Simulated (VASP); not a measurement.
**MoS2: single point with HSE06**

Crystal: MoS2.

```
Mo S
1.0
     3.22024    0.00000    0.00000
    -1.61012    2.78881    0.00000
     0.00000    0.00000    5.94503
Mo S
1 2
Direct
  0.00000 0.00000 0.00000
  0.33333 0.66667 0.26003
  0.66667 0.33333 0.73997
```

```yaml
Program: VASP 6.6.1
Task: single point
Functional: HSE06
Potentials_or_basis: VASP PAW PBE potentials, release 64 (Mo_sv, S)
Cutoff: 520 eV
k_mesh: 6 × 6 × 2
Occupations: fermi-dirac, width 0.02 eV
Spin: no spin polarisation
```

| Quantity | Value |
| --- | --- |
| Pressure | -2.5 GPa |
| Largest force | 0.370 eV/Å |
| Band gap on the k mesh | zero (bands 13 and 14 overlap by 1.43 eV) |

Forces in eV/Å, atoms in the order of the input:
```
Mo   0.000  0.000  0.000
S    0.000  0.000 -0.370
S    0.000  0.000  0.370
```

Stress tensor (GPa, compression positive):
```
-3.55  0.00  0.00
 0.00 -3.55  0.00
 0.00  0.00 -0.48
```

Levels at points of the mesh, in eV from the Fermi level:
```
           k point  band 10  band 11  band 12  band 13  band 14  band 15  band 16  band 17
(0.00, 0.00, 0.00)    -1.91    -1.47    -1.21    -1.21    -0.50    -0.50     3.61     3.61
(0.50, 0.00, 0.00)    -4.87    -4.24    -2.38    -2.15     1.27     2.14     4.27     4.34
(0.00, 0.00, 0.50)    -4.66    -1.23    -1.23    -0.68    -0.68    -0.05     3.99     3.99
(0.50, 0.00, 0.50)    -5.00    -2.84    -2.74    -2.03     1.27     2.18     3.65     4.88
```

Wall time 37 min on 1 thread of Intel Xeon 8259CL, on a shared host, peak memory 0.29 GiB.

Caveat: the k points lie up to 0.53 Å⁻¹ apart, too coarse for converged energies and pressures of a metal; the PAW data sets were made with another functional, which shifts forces and pressure a little; this functional lacks dispersion, which binds the layers, so the pressure and a relaxed spacing across them are unreliable.
